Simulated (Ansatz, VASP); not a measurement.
Two plane-wave programs on MoS2

```
CELL_PARAMETERS angstrom
3.22747 0.00000 0.00000
-1.61373 2.79507 0.00000
0.00000 0.00000 6.31247
ATOMIC_POSITIONS crystal
Mo 0.00000 0.00000 0.50000
S 0.33333 0.66667 0.25532
S 0.66667 0.33333 0.74468
```

Alike in both runs: task single point; functional r2SCAN; k mesh 11 × 11 × 5; no spin polarisation.

|  | VASP | Ansatz |
| --- | --- | --- |
| version | VASP 6.6.1 | Ansatz 0.2.0 |
| potentials or method | VASP PAW PBE potentials, release 64 (Mo_sv, S), cutoff 520 eV | plane waves, PAW |
| occupations | methfessel-paxton of order 1, width 0.1 eV | cold, width 0.1 eV |
| valence electrons in the cell | 26 | 26 |

|  | VASP | Ansatz | Ansatz less VASP |
| --- | --- | --- | --- |
| pressure (GPa) | 0.2 | 0.1 | -0.04 |
| traceless stress, the component that is largest in VASP (GPa) | 0.07 | 0.12 | +0.058 |
| rms of the force components (eV/Å) | 0.024 | 0.024 | -0.0006 |

VASP's potentials were made for PBE, not for r2SCAN. Atom by atom the forces differ by 0.001 eV/Å (rms over components).
